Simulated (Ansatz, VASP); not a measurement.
Sc2Cd: VASP beside Ansatz

```xyz
3
Lattice="5.0772 0.0000 0.0000 -2.5386 4.3970 0.0000 0.0000 0.0000 2.9816" Properties=species:S:1:pos:R:3 pbc="T T T"
Sc    0.0000    2.9313    1.4908
Sc    2.5386    1.4657    1.4908
Cd    0.0000    0.0000    0.0000
```

Alike in both runs: functional PBE; k mesh 12 × 12 × 16; occupations gaussian, width 0.1 eV; no spin polarisation.

Ansatz relaxed the structure, and its values are those at the end. VASP's run is a single point on that final structure, the one shown.

|  | VASP | Ansatz |
| --- | --- | --- |
| version | VASP 6.6.1 | Ansatz 0.2.0 |
| potentials or method | VASP PAW PBE potentials, release 64 (Sc_sv, Cd), cutoff 520 eV | scalar-relativistic, plane waves, PAW |
| valence electrons in the cell | 34 | 42 |

VASP gave:

* gap on the k mesh at the Fermi level (eV): none
* pressure (GPa): 0.1

**Question.** Estimate Ansatz's values.

**Answer.** gap on the k mesh at the Fermi level (eV): none; pressure (GPa): 0.0.

A gap of «none» marks a metal or a gap that the smearing closes. With one functional, cell and mesh, what is left measures potentials, basis and numerics. VASP's potentials hold 34 valence electrons a cell and Ansatz's 42, so a difference there can come from the potentials and not from the codes.
